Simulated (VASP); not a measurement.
A run of VASP 6.6.1:

POSCAR

```
ZnS
1.0
    0.0000000000      2.7046500000      2.7046500000
    2.7046500000      0.0000000000      2.7046500000
    2.7046500000      2.7046500000      0.0000000000
Zn S
1 1
Direct
    0.0000000000      0.0000000000      0.0000000000
    0.7500000000      0.7500000000      0.6760532786
```

INCAR.step1

```
SYSTEM = ZnS
ALGO     = Normal         ! electronic algorithm
EDIFF    = 1E-4           ! SCF threshold, eV
ENCUT    = 520            ! plane-wave cutoff, eV
GGA      = PE             ! functional
ISMEAR   = 0              ! smearing method
LASPH    = .True.         ! aspherical terms in the spheres
LCHARG   = .False.        ! write CHGCAR
LREAL    = .False.        ! projectors in reciprocal space
LWAVE    = .True.         ! write WAVECAR
NBANDS   = 16             ! bands
NELM     = 60             ! most SCF steps
PREC     = Accurate       ! precision mode
SIGMA    = 0.05           ! smearing width, eV
```

Contents of INCAR.step2:

```
SYSTEM = ZnS
ALGO     = Normal         ! electronic algorithm
EDIFF    = 1E-6           ! SCF threshold, eV
ENCUT    = 520            ! plane-wave cutoff, eV
ISIF     = 2              ! what is computed and relaxed
ISMEAR   = 0              ! smearing method
ISTART   = 1            
LASPH    = .True.         ! aspherical terms in the spheres
LCHARG   = .False.        ! write CHGCAR
LMIXTAU  = .True.       
LREAL    = .False.        ! projectors in reciprocal space
LWAVE    = .False.        ! write WAVECAR
METAGGA  = R2SCAN         ! meta-GGA
NBANDS   = 16             ! bands
NELM     = 60             ! most SCF steps
PREC     = Accurate       ! precision mode
SIGMA    = 0.05           ! smearing width, eV
```

The input KPOINTS:

```
k-points
0
Gamma
  8 8 8
  0 0 0
```

Potentials or basis: VASP PAW PBE potentials, release 64 (Zn, S).

Launch:

```bash
$ cat potpaw_PBE.64/Zn/POTCAR potpaw_PBE.64/S/POTCAR > POTCAR
$ cp INCAR.step1 INCAR
$ mpirun -np 1 vasp_std > vasp.out
$ cp INCAR.step2 INCAR
$ mpirun -np 1 vasp_std > vasp.out
```

Hardware: 1 thread of Intel(R) Xeon(R) 6975P-C (Granite Rapids), with other jobs on the host.

**Question.** How long does it take, and how much memory?

**Answer.** Run time: 2.5 min on 1 thread of Intel(R) Xeon(R) 6975P-C (Granite Rapids), with other jobs on the host, peak memory 0.23 GiB. Counts: k points 150.
